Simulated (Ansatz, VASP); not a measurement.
Two plane-wave programs on C

```
C
1.0
     2.56432    0.00000    0.00000
    -1.28216    2.22077    0.00000
     0.00000    0.00000    4.22300
C
4
Cartesian
  0.0000 1.4805 -0.0009
  1.2822 0.7403 2.1106
  0.0000 1.4805 1.5803
  1.2822 0.7403 3.6918
```

Change from the starting cell: strained cell.

Alike in both runs: task relaxation of the atoms; functional PBEsol; k mesh 9 × 9 × 6; occupations gaussian, width 0.02 eV; no spin polarisation.

```csv
,VASP,Ansatz
version,VASP 6.6.1,Ansatz 0.2.0
potentials or method,"VASP PAW PBE potentials, release 64 (C), cutoff 520 eV","scalar-relativistic, plane waves, PAW"
valence electrons in the cell,16,16
```

```csv
,VASP,Ansatz,Ansatz less VASP
"gap on the k mesh at the Fermi level, each at its own relaxed structure (eV)",3.30,3.32,+0.019
```

VASP's potentials were made for PBE, not for PBEsol, and Ansatz warns of the same on its side. Ansatz's warnings: stress scf threshold loose.
